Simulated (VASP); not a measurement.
# Re (P6_3/mmc) in VASP: a series of runs

Re is run at these levels: LDA; tasks: single point, relaxation of cell and atoms.

Program: VASP 6.6.1. These are calculated values, not measurements. Logs are shortened: lines on timing, memory, paths and dates and some standing lists are left out, and cuts for length are marked.

## (1) The cell of the first run

It takes space group P6_3/mmc (No. 194, hexagonal). The conventional cell has a = 2.700 Å, b = 2.700 Å, c = 4.343 Å, α = 90.00°, β = 90.00°, γ = 120.00°. Re (site symmetry -6m2) has 12 Re at 2.67 to 2.70 Å within 3.5 Å.

## (2) Single point, LDA

File INCAR:

```
SYSTEM = Re
PREC = Accurate ; ENCUT = 520
EDIFF = 1E-7 ; ISMEAR = -1
SIGMA = 0.1 ; LREAL = .False.
LASPH = .True. ; NELM = 100
ALGO = Normal ; ISIF = 2
LWAVE = .False. ; LCHARG = .False.
NBANDS = 14
```

File KPOINTS:

```
Automatic mesh
0
Gamma
  9 9 5
  0 0 0
```

File POSCAR:

```
Re
1.0
    2.7004046971      0.0000000000      0.0000000000
   -1.3502023486      2.3386190682      0.0000000000
    0.0000000000      0.0000000000      4.3425128338
Re
2
Direct
    0.3333333333      0.6666666667      0.2500000000
    0.6666666667      0.3333333333      0.7500000000
```

Potentials or basis: VASP PAW LDA potentials, release 64 (Re).

Started as:

```sh
> cat potpaw_LDA.64/Re/POTCAR > POTCAR
> mpirun -np 1 vasp_std > vasp.out
```

OUTCAR:

```text
SYSTEM = Re
   PREC = Accurate
   ENCUT = 520
   EDIFF = 1E-7
   ISMEAR = -1
   LREAL = .False.
   LASPH = .True.
   NELM = 100
   ISIF = 2

 ion  position               nearest neighbor table
   1  0.333  0.667  0.250-   2 2.67   2 2.67   2 2.67   2 2.67   2 2.67   2 2.67
   2  0.667  0.333  0.750-   1 2.67   1 2.67   1 2.67   1 2.67   1 2.67   1 2.67

  LATTYP: Found a hexagonal cell.
 ALAT       =     2.7004046971
 C/A-ratio  =     1.6080970524

  Lattice vectors:

 A1 = (   2.7004046971,   0.0000000000,   0.0000000000)
 A2 = (  -1.3502023486,   2.3386190682,   0.0000000000)
 A3 = (   0.0000000000,   0.0000000000,   4.3425128338)

Analysis of symmetry for initial positions (statically):
=====================================================================
 Subroutine PRICEL returns:
 Original cell was already a primitive cell.

 Routine SETGRP: Setting up the symmetry group for a
 hexagonal supercell.

 Subroutine GETGRP returns: Found 24 space group operations
 (whereof 12 operations were pure point group operations)
 out of a pool of 24 trial point group operations.

The static configuration has the point symmetry D_3d.
 The point group associated with its full space group is D_6h.

Analysis of symmetry for dynamics (positions and initial velocities):
=====================================================================
 Subroutine PRICEL returns:
 Original cell was already a primitive cell.

 Routine SETGRP: Setting up the symmetry group for a
 hexagonal supercell.

 Subroutine GETGRP returns: Found 24 space group operations
 (whereof 12 operations were pure point group operations)
 out of a pool of 24 trial point group operations.

The dynamic configuration has the point symmetry D_3d.
 The point group associated with its full space group is D_6h.

 Subroutine INISYM returns: Found 24 space group operations
 (whereof 12 operations are pure point group operations),
 and found     1 'primitive' translations

----------------------------------------------------------------------------------------

                                     Primitive cell

  volume of cell :      27.4239

  direct lattice vectors                    reciprocal lattice vectors
     2.700404697  0.000000000  0.000000000     0.370314865  0.213801387  0.000000000
    -1.350202349  2.338619068  0.000000000     0.000000000  0.427602774  0.000000000
     0.000000000  0.000000000  4.342512834     0.000000000  0.000000000  0.230281415

  length of vectors
     2.700404697  2.700404697  4.342512834     0.427602774  0.427602774  0.230281415

  position of ions in fractional coordinates (direct lattice)
     0.333333333  0.666666667  0.250000000
     0.666666667  0.333333333  0.750000000

  ion indices of the primitive-cell ions
   primitive index   ion index
                 1           1
                 2           2

----------------------------------------------------------------------------------------

 KPOINTS: Automatic mesh

Automatic generation of k-mesh.
 Grid dimensions read from file:
 generate k-points for:    9    9    5

 Generating k-lattice:

  Cartesian coordinates                     Fractional coordinates (reciprocal lattice)
     0.041146096  0.023755710  0.000000000     0.111111111  0.000000000  0.000000000
     0.000000000  0.047511419  0.000000000     0.000000000  0.111111111  0.000000000
     0.000000000  0.000000000  0.046056283     0.000000000  0.000000000  0.200000000

  Length of vectors
     0.047511419  0.047511419  0.046056283

  Shift w.r.t. Gamma in fractional coordinates (k-lattice)
     0.000000000  0.000000000  0.000000000

 Subroutine IBZKPT returns following result:
 ===========================================

 Found     36 irreducible k-points:

 Following reciprocal coordinates:
            Coordinates               Weight
  0.000000  0.000000  0.000000      1.000000
  0.111111  0.000000  0.000000      6.000000
  0.222222  0.000000  0.000000      6.000000
  0.333333  0.000000  0.000000      6.000000
  0.444444  0.000000  0.000000      6.000000
  0.111111  0.111111  0.000000      6.000000
[... 16 lines left out ...]
  0.333333  0.222222  0.200000     24.000000
  0.333333  0.333333  0.200000      4.000000
 [... further k-points ...]
   k-points           NKPTS =     36   k-points in BZ     NKDIM =     36   number of bands    NBANDS=     14
   number of dos      NEDOS =    301   number of ions     NIONS =      2
   total plane-waves  NPLWV =  12800
   dimension x,y,z NGX =    20 NGY =   20 NGZ =   32
   dimension x,y,z NGXF=    40 NGYF=   40 NGZF=   64
   ions per type =               2
   NGX,Y,Z   is equivalent  to a cutoff of  12.31, 12.31, 12.25 a.u.
   NGXF,Y,Z  is equivalent  to a cutoff of  24.63, 24.63, 24.50 a.u.
 SYSTEM =  Re
   PREC   = accura    normal or accurate (medium, high low for compatibility)
   ISTART =      0    job   : 0-new  1-cont  2-samecut
   ICHARG =      2    charge: 1-file 2-atom 10-const
   ISPIN  =      1    spin polarized calculation?
   LNONCOLLINEAR =      F non collinear calculations
   LSORBIT =      F    spin-orbit coupling
   LASPH  =      T    aspherical Exc in radial PAW
   ENCUT  =  520.0 eV  38.22 Ry    6.18 a.u.   5.02  5.02  8.07*2*pi/ulx,y,z
   NELM   =    100;   NELMIN=  2; NELMDL= -5     # of ELM steps
   EDIFF  = 0.1E-06   stopping-criterion for ELM
   LREAL  =      F    real-space projection
   EDIFFG = 0.1E-05   stopping-criterion for IOM
   NSW    =      0    number of steps for IOM
   IBRION =     -1    ionic relax: 0-MD 1-quasi-New 2-CG
   NFREE  =      0    steps in history (QN), initial steepest desc. (CG)
   ISIF   =      2    stress and relaxation
   ISYM   =      2    0-nonsym 1-usesym 2-fastsym
   POTIM  = 0.5000    time-step for ionic-motion
   TEBEG  =    0.0;   TEEND  =   0.0 temperature during run
   PSTRESS=    0.0 pullay stress
   NELECT =      14.0000    total number of electrons
   NUPDOWN=      -1.0000    fix difference up-down
   EMIN   =  10.00;   EMAX   =-10.00  energy-range for DOS
   EFERMI =   0.00;   METHOD = LEGACY
   ISMEAR =    -1;   SIGMA  =   0.10  broadening in eV -4-tet -1-fermi 0-gaus
   EFERMI_NEDOS =   21; number of points for ismear=-14 and -15
   IALGO  =     38    algorithm
   IMIX   =      4    mixing-type and parameters
     AMIX     =   0.40;   BMIX     =  1.00
     AMIX_MAG =   1.60;   BMIX_MAG =  1.00
  volume/ion in A,a.u.               =      13.71        92.53
  Fermi-wavevector in a.u.,A,eV,Ry     =   1.308401  2.472520 23.292010  1.711914
  Thomas-Fermi vector in A             =   2.439071
   LORBIT       =      0    0 simple, 1 ext, 2 COOP (PROOUT), +10 PAW based schemes
   GGA     = CA    functional components
   LHFCALC =     F    Hartree Fock is set to
   AEXX    =    0.0000 exact exchange contribution
   IVDW    =     0    specifies the selected vdW correction
   LEPSILON=     F    determine dielectric tensor
   LRPA    =     F    only Hartree local field effects (RPA)
 non-spin polarized calculation
  energy-cutoff  :      520.00
  volume of cell :       27.42
 maximum number of plane-waves:       754
 NGX is ok and might be reduce to    20
   NGX =  9   NGY =  9   NGZ = 17

 number of electron      14.0000000 magnetization

 Free energy of the ion-electron system (eV)
  ---------------------------------------------------
  ext. energy  EPLUGINS =         0.00000000
  ---------------------------------------------------
  free energy    TOTEN  =       -27.46362665 eV

  energy without entropy =      -27.41284298  energy(sigma->0) =      -27.43823481

 E-fermi :   8.7611     XC(G=0): -14.2247

 val. band max:        8.6782128853   @ k =   0.3333   0.2222   0.4000
 cond. band min:       8.7622018372   @ k =   0.3333   0.3333   0.0000
 fundamental gap:      0.0839889520
 Fermi energy:         8.7611001618

 k-point     1 :       0.0000    0.0000    0.0000
  band No.  band energies     occupation
      1      -1.5094      2.00000
      2       1.6236      2.00000
      3       6.9533      2.00000
      4       6.9533      2.00000
      5       7.0243      2.00000
      6       7.9044      1.99962
      7       7.9044      1.99962
      8       8.8816      0.46118
      9       8.8816      0.46118
     10       9.7399      0.00011
     11      12.4422      0.00000
     12      12.4422      0.00000
     13      19.8087      0.00000
     14      23.0345      0.00000

 k-point     2 :       0.1111    0.0000    0.0000
  band No.  band energies     occupation
      1      -0.9703      2.00000
      2       2.1163      2.00000
      3       6.0901      2.00000
      4       7.4590      2.00000
      5       7.4822      1.99999
      6       7.7453      1.99992
      7       7.8141      1.99985
      8       8.3833      1.95530
      9       8.4773      1.88943
     10       8.8751      0.48468
     11      12.7244      0.00000
     12      14.4711      0.00000
     13      19.8015      0.00000
     14      24.2338      0.00000

 k-point     3 :       0.2222    0.0000    0.0000
  band No.  band energies     occupation
      1       0.4185      2.00000
      2       3.0042      2.00000
      3       5.4199      2.00000
      4       5.5891      2.00000
      5       6.8616      2.00000
      6       7.6788      1.99996
      7       8.2551      1.98739
      8       8.9018      0.39338
      9       9.0131      0.14888
     10       9.7326      0.00012
     11      13.1963      0.00000
     12      17.4876      0.00000
     13      19.4152      0.00000
     14      25.7483      0.00000

 k-point     4 :       0.3333    0.0000    0.0000
  band No.  band energies     occupation
      1       1.8427      2.00000
      2       2.7896      2.00000
      3       3.9615      2.00000
      4       5.9278      2.00000
      5       6.9726      2.00000
      6       7.2602      2.00000
      7       7.6962      1.99995
      8      10.9941      0.00000
      9      11.0715      0.00000
     10      11.6411      0.00000
     11      13.5085      0.00000
     12      18.8705      0.00000
     13      20.2696      0.00000
     14      22.1668      0.00000

 k-point     5 :       0.4444    0.0000    0.0000
  band No.  band energies     occupation
      1       2.2121      2.00000
      2       2.5195      2.00000
      3       3.1044      2.00000
      4       6.5786      2.00000
      5       6.8604      2.00000
      6       7.3758      2.00000
      7       8.0814      1.99777
      8      12.8337      0.00000
      9      13.4067      0.00000
     10      13.6364      0.00000
     11      14.1208      0.00000
[... 276 lines left out ...]
 k-point    22 :       0.2222    0.2222    0.2000
  band No.  band energies     occupation
      1       2.9777      2.00000
      2       3.4201      2.00000
      3       4.4098      2.00000
      4       4.8169      2.00000
      5       6.5373      2.00000
      6       7.0800      2.00000
      7       7.4082      2.00000
      8      10.2317      0.00000
      9      11.8027      0.00000
     10      12.9367      0.00000
     11      14.3371      0.00000
     12      18.0447      0.00000
     13      20.0498      0.00000
     14      22.1556      0.00000

 k-point    23 :       0.3333    0.2222    0.2000
  band No.  band energies     occupation
      1       2.8870      2.00000
      2       3.9808      2.00000
      3       4.1847      2.00000
      4       4.9194      2.00000
      5       6.2676      2.00000
      6       7.1747      2.00000
      7       8.3980      1.94837
      8      11.2741      0.00000
      9      11.7966      0.00000
     10      13.3571      0.00000
     11      16.0338      0.00000
     12      17.2292      0.00000
     13      19.9391      0.00000
     14      20.8566      0.00000

 k-point    24 :       0.3333    0.3333    0.2000
  band No.  band energies     occupation
      1       3.3183      2.00000
      2       4.2048      2.00000
      3       4.2048      2.00000
      4       5.1730      2.00000
      5       6.4663      2.00000
      6       6.4663      2.00000
      7       8.6441      1.52626
      8      11.2740      0.00000
      9      12.3252      0.00000
     10      12.3252      0.00000
     11      16.4907      0.00000
     12      16.4907      0.00000
     13      19.3726      0.00000
     14      23.8203      0.00000

 [... further k-points ...]
[... 5 lines left out ...]
  --------------------------------------------------------------------------------------
  -------------------------------------------------------------------------------------
  Total        3.8254292      3.8254292      3.7939952     -0.0000000      0.0000000      0.0000000
  in kB      223.4916475    223.4916475    221.6551934     -0.0000000      0.0000000      0.0000000
  external PRESSURE =     222.8794961 kB  Pullay stress =       0.0000000 kB

 VOLUME and BASIS-vectors are now :
 -----------------------------------------------------------------------------
  energy-cutoff  :      520.00
  volume of cell :       27.42
      direct lattice vectors                 reciprocal lattice vectors
     2.700404697  0.000000000  0.000000000     0.370314865  0.213801387  0.000000000
    -1.350202349  2.338619068  0.000000000     0.000000000  0.427602774  0.000000000
     0.000000000  0.000000000  4.342512834     0.000000000  0.000000000  0.230281415

 POSITION                                       TOTAL-FORCE (eV/Angst)
 -----------------------------------------------------------------------------------
     -0.00000      1.55908      1.08563        -0.000000      0.000000      0.000000
      1.35020      0.77954      3.25688         0.000000      0.000000      0.000000
 -----------------------------------------------------------------------------------
    total drift:                               -0.000000      0.000000     -0.000000

  FREE ENERGIE OF THE ION-ELECTRON SYSTEM (eV)
  ---------------------------------------------------
  free  energy   TOTEN  =       -27.4636266463 eV

  energy  without entropy=      -27.4128429820  energy(sigma->0) =      -27.43823481
```

Run time: 14 s. Hardware: 1 thread of Intel Xeon Platinum 8488C (Sapphire Rapids), shared host; peak memory 0.13 GiB.

What came out:

- Free energy: -27.4636 eV
- Pressure: 22.3 GPa
- Band gap on the k mesh: zero (band 7 reaches 10.13 eV, above the bottom of band 8 at 7.02 eV)

Stress tensor (GPa, compression positive):
```
22.35  0.00  0.00
 0.00 22.35  0.00
 0.00  0.00 22.17
```

Caveat: spin-orbit coupling is left out, which moves the levels of the heavy elements.

## (3) Single point, LDA

This run uses another cell than the first one, of 14.34 Å³/atom, 1.046 times its volume.

File INCAR:

```
  ALGO = Normal
  EDIFF = 1E-6
  ENCUT = 520
  ISIF = 2
  ISMEAR = -1
  LASPH = True
  LCHARG = True
  LELF = True
  LREAL = False
  LVHAR = True
  LWAVE = False
  NBANDS = 14
  NELM = 80
  PREC = Accurate
  SIGMA = 0.1
```

File KPOINTS:

```
k-points
0
Gamma
  9 9 5
```

File POSCAR:

```
Re
1.0
    2.7415218335      0.0000000000      0.0000000000
   -1.3707609167      2.3742275528      0.0000000000
    0.0000000000      0.0000000000      4.4064100891
Re
2
Direct
    0.3333333333      0.6666666667      0.2500000000
    0.6666666667      0.3333333333      0.7500000000
```

Potentials or basis: VASP PAW LDA potentials, release 64 (Re).

Started as:

```sh
> cat potpaw_LDA.64/Re/POTCAR > POTCAR
> mpirun -np 1 vasp_std > vasp.out
```

Wall time 12 s (1 thread of Intel Xeon Platinum 8488C (Sapphire Rapids), shared host); peak memory 0.12 GiB.

The run converged. Its results:

| Property | Result |
| --- | --- |
| Free energy | -27.5549 eV |
| Pressure | 1.6 GPa |
| Band gap on the k mesh | zero (band 7 reaches 9.47 eV, above the bottom of band 8 at 6.55 eV) |

Stress tensor (GPa, compression positive):
```
1.61 0.00 0.00
0.00 1.61 0.00
0.00 0.00 1.43
```

Levels at points of the mesh, in eV from the Fermi level:
| k point | band 5 | band 6 | band 7 | band 8 | band 9 | band 10 |
| --- | --- | --- | --- | --- | --- | --- |
| (0.00, 0.00, 0.00) | -1.60 | -0.78 | -0.78 | 0.13 | 0.13 | 0.87 |

Caveat: spin-orbit coupling is left out, which moves the levels of the heavy elements.

## (4) Relaxation of cell and atoms, LDA

This run uses another cell than the first one, of 14.71 Å³/atom, 1.072 times its volume.

File INCAR:

```
PREC     = Accurate       # precision mode
ENCUT    = 600            # plane-wave cutoff, eV
EDIFF    = 1E-6           # SCF threshold, eV
ISMEAR   = -1             # smearing method
SIGMA    = 0.1            # smearing width, eV
LREAL    = False          # projectors in reciprocal space
LASPH    = True           # aspherical terms in the spheres
NELM     = 60             # most SCF steps
ALGO     = Normal         # electronic algorithm
ISIF     = 3              # what is computed and relaxed
LWAVE    = False          # write WAVECAR
LCHARG   = False          # write CHGCAR
IBRION   = 2              # ionic algorithm
NSW      = 60             # ionic steps
EDIFFG   = -0.02          # ionic threshold
```

File KPOINTS:

```
regular mesh
0
Gamma
  9 9 5
```

File POSCAR:

```
Re
1.0
    2.7500000000      0.0000000000      0.0000000000
   -1.3750000000      2.3815698604      0.0000000000
    0.0000000000      0.0000000000      4.4907500000
Re
2
Direct
    0.3333333333      0.6666666667      0.2500000000
    0.6666666667      0.3333333333      0.7500000000
```

Started as:

```sh
> cat potpaw_LDA.64/Re/POTCAR > POTCAR
> mpirun -np 1 vasp_std > vasp.out
```

Wall time 64 s (1 thread of Intel Xeon Platinum 8124M at 3.00GHz (Skylake/Cascade Lake), shared host); peak memory 0.15 GiB.

It converged, with:

```
Free energy                            : -27.5571 eV
Relaxed volume                         : 14.40 Å³/atom
Relaxed cell                           : a = 2.746 Å, b = 2.746 Å, c = 4.411 Å, α = 90.00°, β = 90.00°, γ = 120.00°
Space group after relaxing (to 0.05 Å) : P6_3/mmc (No. 194)
Energy gained by relaxing              : 12.4 meV/atom
Ionic steps                            : 6
Pressure after relaxing                : 0.0 GPa
Band gap on the k mesh                 : zero (band 7 reaches 9.41 eV, above the bottom of band 8 at 6.51 eV)
```

Step by step:
```csv
step,energy change (eV),largest force (eV/Å),pressure (GPa),volume (Å³)
1,0.0000,0.0000,-8.25,29.41
2,0.3285,0.0000,46.23,26.29
3,-0.0222,0.0000,0.52,28.76
4,-0.0223,0.0000,0.93,28.73
5,-0.0209,0.0000,-1.07,28.88
6,-0.0248,0.0000,-0.01,28.80
```

Final structure:
```yaml
crystal:
  lattice:
    - [2.74555, 0.00000, 0.00000]
    - [-1.37278, 2.37772, 0.00000]
    - [0.00000, 0.00000, 4.41141]
  atoms:
    - { symbol: Re, position: [0.33333, 0.66667, 0.25000] }
    - { symbol: Re, position: [0.66667, 0.33333, 0.75000] }
```

Levels at points of the mesh, in eV from the Fermi level:
```
           k point  band 3  band 4  band 5  band 6  band 7  band 8  band 9  band 10  band 11
(0.00, 0.00, 0.00)   -1.65   -1.65   -1.58   -0.77   -0.77    0.13    0.13     0.87     3.46
```

Caveat: spin-orbit coupling is left out, which moves the levels of the heavy elements.

## (5) Overview

```tsv
task	cell	cutoff (eV)	gap on the mesh (eV)	pressure (GPa)
single point	a = 2.700, b = 2.700, c = 4.343 Å, angles 90.0, 90.0, 120.0°, 2 atoms	520	none	22.3
single point	a = 2.742, b = 2.742, c = 4.406 Å, angles 90.0, 90.0, 120.0°, 2 atoms	520	none	1.6
relaxation of cell and atoms	relaxed from a = 2.750, b = 2.750, c = 4.491 Å, angles 90.0, 90.0, 120.0°, 2 atoms	600	none	0.0
```

Alike in all rows: level LDA; potentials or basis VASP PAW LDA potentials, release 64 (Re); no spin polarisation; k mesh 9 × 9 × 5; smearing fermi-dirac 0.1 eV.

Caveats: spin-orbit coupling is left out, which moves the levels of the heavy elements.

Total energies depend on the potentials used, so only differences within one code and one set of settings carry meaning.
